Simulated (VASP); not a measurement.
# MoCl (C2/m) in VASP: single point with PBE

Aim: the single point of MoCl with PBE.

Program: VASP 6.6.1. These are calculated values, not measurements. Logs are shortened: lines on timing, memory, paths and dates and some standing lists are left out, and cuts for length are marked.

## Step 1: The cell of the first run

Symmetry: C2/m, No. 12, monoclinic system. The conventional cell has a = 5.483 Å, b = 3.166 Å, c = 9.602 Å, α = 90.00°, β = 91.06°, γ = 90.00°. Within 3.3 Å of Mo (site symmetry m) lie 3 Cl at 2.54 Å and 9 Mo at 2.62 to 3.17 Å. Cl (site symmetry m) has 3 Mo at 2.54 Å and 6 Cl at 3.17 Å within 3.3 Å.

## Step 2: Single point, PBE

Contents of INCAR:

```
SYSTEM = MoCl
PREC = Accurate ; ENCUT = 520
EDIFF = 1E-7 ; ISMEAR = 0
SIGMA = 0.1 ; LREAL = .False.
LASPH = .True. ; NELM = 80
ALGO = Normal ; ISIF = 2
LWAVE = .False. ; LCHARG = .False.
GGA = PE ; NBANDS = 29
```

Contents of KPOINTS:

```
regular mesh
0
Gamma
  14 14 4
  0 0 0
```

Contents of POSCAR:

```
MoCl
1.0
    2.7415451470     -1.5830158488      0.0047441921
    2.7415451470      1.5830158488      0.0047441921
   -0.1950130055      0.0000000000      9.6002972119
Mo Cl
2 2
Direct
    0.3364528018      0.3364528018      0.5975532314
    0.6635471982      0.6635471982      0.4024467686
    0.6757476755      0.6757476755      0.7809779301
    0.3242523245      0.3242523245      0.2190220699
```

Potentials or basis: VASP PAW PBE potentials, release 64 (Mo_sv, Cl).

Launch:

```bash
cat potpaw_PBE.64/Mo_sv/POTCAR potpaw_PBE.64/Cl/POTCAR > POTCAR
mpirun -np 1 vasp_std > vasp.out
```

OUTCAR:

```text
SYSTEM = MoCl
   PREC = Accurate
   ENCUT = 520
   EDIFF = 1E-7
   ISMEAR = 0
   LREAL = .False.
   LASPH = .True.
   NELM = 80
   ISIF = 2
   GGA = PE

 ion  position               nearest neighbor table
   1  0.336  0.336  0.598-   3 2.54   3 2.54   3 2.54   2 2.62   2 2.62   2 2.62
   2  0.664  0.664  0.402-   4 2.54   4 2.54   4 2.54   1 2.62   1 2.62   1 2.62
   3  0.676  0.676  0.781-   1 2.54   1 2.54   1 2.54
   4  0.324  0.324  0.219-   2 2.54   2 2.54   2 2.54

  LATTYP: Found a base centered monoclinic cell.
 ALAT       =     5.4830985037
 B/A-ratio  =     0.5774165274
 C/A-ratio  =     1.7512502598
 COS(beta)  =    -0.0185788842

  Lattice vectors:

 A1 = (   2.7415451470,  -1.5830158488,   0.0047441921)
 A2 = (   2.7415451470,   1.5830158488,   0.0047441921)
 A3 = (  -0.1950130055,   0.0000000000,   9.6002972119)

Analysis of symmetry for initial positions (statically):
=====================================================================
 Subroutine PRICEL returns:
 Original cell was already a primitive cell.

 Routine SETGRP: Setting up the symmetry group for a
 base centered monoclinic supercell.

 Subroutine GETGRP returns: Found  4 space group operations
 (whereof  4 operations were pure point group operations)
 out of a pool of  4 trial point group operations.

The static configuration has the point symmetry C_2h.

Analysis of symmetry for dynamics (positions and initial velocities):
=====================================================================
 Subroutine PRICEL returns:
 Original cell was already a primitive cell.

 Routine SETGRP: Setting up the symmetry group for a
 base centered monoclinic supercell.

 Subroutine GETGRP returns: Found  4 space group operations
 (whereof  4 operations were pure point group operations)
 out of a pool of  4 trial point group operations.

The dynamic configuration has the point symmetry C_2h.

 Subroutine INISYM returns: Found  4 space group operations
 (whereof  4 operations are pure point group operations),
 and found     1 'primitive' translations

----------------------------------------------------------------------------------------

                                     Primitive cell

  volume of cell :      83.3318

  direct lattice vectors                    reciprocal lattice vectors
     2.741545147 -1.583015849  0.004744192     0.182372494 -0.315852807  0.003704574
     2.741545147  1.583015849  0.004744192     0.182372494  0.315852807  0.003704574
    -0.195013006  0.000000000  9.600297212    -0.000180247  0.000000000  0.104159780

  length of vectors
     3.165759226  3.165759226  9.602277679     0.364741616  0.364741616  0.104159936

  position of ions in fractional coordinates (direct lattice)
     0.336452802  0.336452802  0.597553231
     0.663547198  0.663547198  0.402446769
     0.675747675  0.675747675  0.780977930
     0.324252325  0.324252325  0.219022070

  ion indices of the primitive-cell ions
   primitive index   ion index
                 1           1
                 2           2
                 3           3
                 4           4

----------------------------------------------------------------------------------------

 KPOINTS: regular mesh

Automatic generation of k-mesh.
 Grid dimensions read from file:
 generate k-points for:   14   14    4

 Generating k-lattice:

  Cartesian coordinates                     Fractional coordinates (reciprocal lattice)
     0.013026607 -0.022560915  0.000264612     0.071428571 -0.000000000 -0.000000000
     0.013026607  0.022560915  0.000264612    -0.000000000  0.071428571 -0.000000000
    -0.000045062  0.000000000  0.026039945    -0.000000000 -0.000000000  0.250000000

  Length of vectors
     0.026052973  0.026052973  0.026039984

  Shift w.r.t. Gamma in fractional coordinates (k-lattice)
     0.000000000  0.000000000  0.000000000

 Subroutine IBZKPT returns following result:
 ===========================================

 Found    219 irreducible k-points:

 Following reciprocal coordinates:
            Coordinates               Weight
  0.000000  0.000000  0.000000      1.000000
  0.071429  0.000000 -0.000000      4.000000
  0.142857 -0.000000 -0.000000      4.000000
  0.214286  0.000000 -0.000000      4.000000
  0.285714  0.000000  0.000000      4.000000
  0.357143 -0.000000 -0.000000      4.000000
[... 16 lines left out ...]
  0.214286  0.142857 -0.000000      4.000000
  0.285714  0.142857 -0.000000      4.000000
 [... further k-points ...]
   k-points           NKPTS =    219   k-points in BZ     NKDIM =    219   number of bands    NBANDS=     29
   number of dos      NEDOS =    301   number of ions     NIONS =      4
   total plane-waves  NPLWV =  41472
   dimension x,y,z NGX =    24 NGY =   24 NGZ =   72
   dimension x,y,z NGXF=    48 NGYF=   48 NGZF=  144
   ions per type =               2   2
   NGX,Y,Z   is equivalent  to a cutoff of  12.60, 12.60, 12.47 a.u.
   NGXF,Y,Z  is equivalent  to a cutoff of  25.21, 25.21, 24.93 a.u.
 SYSTEM =  MoCl
   PREC   = accura    normal or accurate (medium, high low for compatibility)
   ISTART =      0    job   : 0-new  1-cont  2-samecut
   ICHARG =      2    charge: 1-file 2-atom 10-const
   ISPIN  =      1    spin polarized calculation?
   LNONCOLLINEAR =      F non collinear calculations
   LSORBIT =      F    spin-orbit coupling
   LASPH  =      T    aspherical Exc in radial PAW
   ENCUT  =  520.0 eV  38.22 Ry    6.18 a.u.   5.89  5.89 17.85*2*pi/ulx,y,z
   NELM   =     80;   NELMIN=  2; NELMDL= -5     # of ELM steps
   EDIFF  = 0.1E-06   stopping-criterion for ELM
   LREAL  =      F    real-space projection
   EDIFFG = 0.1E-05   stopping-criterion for IOM
   NSW    =      0    number of steps for IOM
   IBRION =     -1    ionic relax: 0-MD 1-quasi-New 2-CG
   NFREE  =      0    steps in history (QN), initial steepest desc. (CG)
   ISIF   =      2    stress and relaxation
   ISYM   =      2    0-nonsym 1-usesym 2-fastsym
   POTIM  = 0.5000    time-step for ionic-motion
   TEBEG  =    0.0;   TEEND  =   0.0 temperature during run
   PSTRESS=    0.0 pullay stress
   NELECT =      42.0000    total number of electrons
   NUPDOWN=      -1.0000    fix difference up-down
   EMIN   =  10.00;   EMAX   =-10.00  energy-range for DOS
   EFERMI =   0.00;   METHOD = LEGACY
   ISMEAR =     0;   SIGMA  =   0.10  broadening in eV -4-tet -1-fermi 0-gaus
   EFERMI_NEDOS =   21; number of points for ismear=-14 and -15
   IALGO  =     38    algorithm
   IMIX   =      4    mixing-type and parameters
     AMIX     =   0.40;   BMIX     =  1.00
     AMIX_MAG =   1.60;   BMIX_MAG =  1.00
  volume/ion in A,a.u.               =      20.83       140.59
  Fermi-wavevector in a.u.,A,eV,Ry     =   1.302830  2.461992 23.094064  1.697366
  Thomas-Fermi vector in A             =   2.433872
   LORBIT       =      0    0 simple, 1 ext, 2 COOP (PROOUT), +10 PAW based schemes
   GGA     = PE    functional components
   LHFCALC =     F    Hartree Fock is set to
   AEXX    =    0.0000 exact exchange contribution
   IVDW    =     0    specifies the selected vdW correction
   LEPSILON=     F    determine dielectric tensor
   LRPA    =     F    only Hartree local field effects (RPA)
 non-spin polarized calculation
 Gauss-broadening in eV      SIGMA  =   0.10
  energy-cutoff  :      520.00
  volume of cell :       83.33
 maximum number of plane-waves:      2261
   NGX = 11   NGY = 11   NGZ = 35

 number of electron      42.0000005 magnetization

 Free energy of the ion-electron system (eV)
  ---------------------------------------------------
  ext. energy  EPLUGINS =         0.00000000
  ---------------------------------------------------
  free energy    TOTEN  =       -27.17209428 eV

  energy without entropy =      -27.16260054  energy(sigma->0) =      -27.16734741

 E-fermi :   6.4849     XC(G=0): -10.0603

 val. band max:        6.4148063939   @ k =  -0.4286   0.2857   0.0000
 cond. band min:       6.4941013493   @ k =   0.4286   0.0000   0.5000
 fundamental gap:      0.0792949554
 Fermi energy:         6.4849248488

 k-point     1 :       0.0000    0.0000    0.0000
  band No.  band energies     occupation
      1     -54.8094      2.00000
      2     -54.5479      2.00000
      3     -29.2777      2.00000
      4     -28.7265      2.00000
      5     -28.7259      2.00000
      6     -28.4189      2.00000
[... 21 lines left out ...]
     28      11.4817      0.00000
     29      11.5955      0.00000

 k-point     2 :       0.0714    0.0000   -0.0000
  band No.  band energies     occupation
      1     -54.8046      2.00000
      2     -54.5490      2.00000
      3     -29.2728      2.00000
      4     -28.7636      2.00000
      5     -28.7347      2.00000
      6     -28.4316      2.00000
[... 21 lines left out ...]
     28      11.6505      0.00000
     29      11.8884      0.00000

 k-point     3 :       0.1429   -0.0000   -0.0000
  band No.  band energies     occupation
      1     -54.7909      2.00000
      2     -54.5522      2.00000
      3     -29.2604      2.00000
      4     -28.8530      2.00000
      5     -28.7580      2.00000
      6     -28.4656      2.00000
[... 21 lines left out ...]
     28      12.0287      0.00000
     29      12.5631      0.00000

 k-point     4 :       0.2143    0.0000   -0.0000
  band No.  band energies     occupation
      1     -54.7699      2.00000
      2     -54.5582      2.00000
      3     -29.2468      2.00000
      4     -28.9622      2.00000
      5     -28.7904      2.00000
      6     -28.5057      2.00000
[... 597 lines left out ...]
     28      12.0258      0.00000
     29      12.5672      0.00000

 k-point    23 :       0.2143    0.1429   -0.0000
  band No.  band energies     occupation
      1     -54.7780      2.00000
      2     -54.5557      2.00000
      3     -29.2510      2.00000
      4     -28.9169      2.00000
      5     -28.7875      2.00000
      6     -28.4838      2.00000
[... 21 lines left out ...]
     28      12.3087      0.00000
     29      13.0279      0.00000

 k-point    24 :       0.2857    0.1429   -0.0000
  band No.  band energies     occupation
      1     -54.7581      2.00000
      2     -54.5621      2.00000
      3     -29.2411      2.00000
      4     -28.9949      2.00000
      5     -28.8366      2.00000
      6     -28.4978      2.00000
[... 21 lines left out ...]
     28      12.6572      0.00000
     29      13.4679      0.00000

 [... further k-points ...]

------------------------ aborting loop because EDIFF is reached ----------------------------------------

  FORCE on cell =-STRESS in cart. coord.  units (eV):
  Direction    XX          YY          ZZ          XY          YZ          ZX
  --------------------------------------------------------------------------------------
  -------------------------------------------------------------------------------------
  Total        0.0233333      0.0197528      0.0652116      0.0000000      0.0000000      0.0033917
  in kB        0.4486179      0.3797779      1.2537892      0.0000000      0.0000000      0.0652101
  external PRESSURE =       0.6940616 kB  Pullay stress =       0.0000000 kB

 VOLUME and BASIS-vectors are now :
 -----------------------------------------------------------------------------
  energy-cutoff  :      520.00
  volume of cell :       83.33
      direct lattice vectors                 reciprocal lattice vectors
     2.741545147 -1.583015849  0.004744192     0.182372494 -0.315852807  0.003704574
     2.741545147  1.583015849  0.004744192     0.182372494  0.315852807  0.003704574
    -0.195013006  0.000000000  9.600297212    -0.000180247  0.000000000  0.104159780

 POSITION                                       TOTAL-FORCE (eV/Angst)
 -----------------------------------------------------------------------------------
      1.72827      0.00000      5.73988         0.001413      0.000000      0.004918
      3.55981      0.00000      3.86990        -0.001413      0.000000     -0.004918
      3.55288      0.00000      7.50403         0.000042      0.000000      0.016687
      1.73519      0.00000      2.10575        -0.000042      0.000000     -0.016687
 -----------------------------------------------------------------------------------
    total drift:                                0.000000      0.000000     -0.000000

  FREE ENERGIE OF THE ION-ELECTRON SYSTEM (eV)
  ---------------------------------------------------
  free  energy   TOTEN  =       -27.1720942764 eV

  energy  without entropy=      -27.1626005408  energy(sigma->0) =      -27.16734741
```

Run time: 9.5 min. Hardware: 1 thread of Oxide Virtual Turin-like, shared host; peak memory 0.47 GiB.

Results:

```yaml
Free_energy: -27.1721 eV
Pressure: 0.1 GPa
Largest_force: 0.017 eV/Å
Band_gap_on_the_k_mesh: zero (bands 21 and 22 overlap by 0.88 eV)
```

Forces on the atoms (eV/Å):
```
Mo   0.001  0.000  0.005
Mo  -0.001  0.000 -0.005
Cl   0.000  0.000  0.017
Cl   0.000  0.000 -0.017
```

Stress tensor (GPa, compression positive):
```
0.04 0.00 0.01
0.00 0.04 0.00
0.01 0.00 0.13
```

Levels at points of the mesh, in eV from the Fermi level:
| k point | band 18 | band 19 | band 20 | band 21 | band 22 | band 23 | band 24 | band 25 |
| --- | --- | --- | --- | --- | --- | --- | --- | --- |
| (0.00, 0.00, 0.00) | -2.58 | -1.86 | -1.86 | -0.65 | -0.65 | 0.70 | 1.73 | 1.73 |
| (0.50, 0.00, 0.00) | -2.34 | -2.27 | -0.71 | 0.22 | 1.72 | 1.83 | 2.11 | 2.60 |
| (0.50, 0.50, 0.00) | -2.34 | -2.27 | -0.72 | 0.23 | 1.72 | 1.82 | 2.10 | 2.59 |
| (0.00, 0.00, 0.50) | -2.33 | -1.86 | -1.86 | -0.66 | -0.65 | 0.70 | 1.73 | 1.73 |
| (0.50, 0.00, 0.50) | -2.34 | -2.31 | -0.71 | 0.22 | 1.72 | 1.79 | 2.10 | 2.70 |
| (0.50, 0.50, 0.50) | -2.35 | -2.30 | -0.71 | 0.22 | 1.72 | 1.80 | 2.10 | 2.71 |

Caveat: this functional lacks dispersion, which binds layers or chains, so the pressure and a relaxed spacing across them are unreliable.

The gap in the log of VASP goes by the Fermi energy; the results here count the filled bands.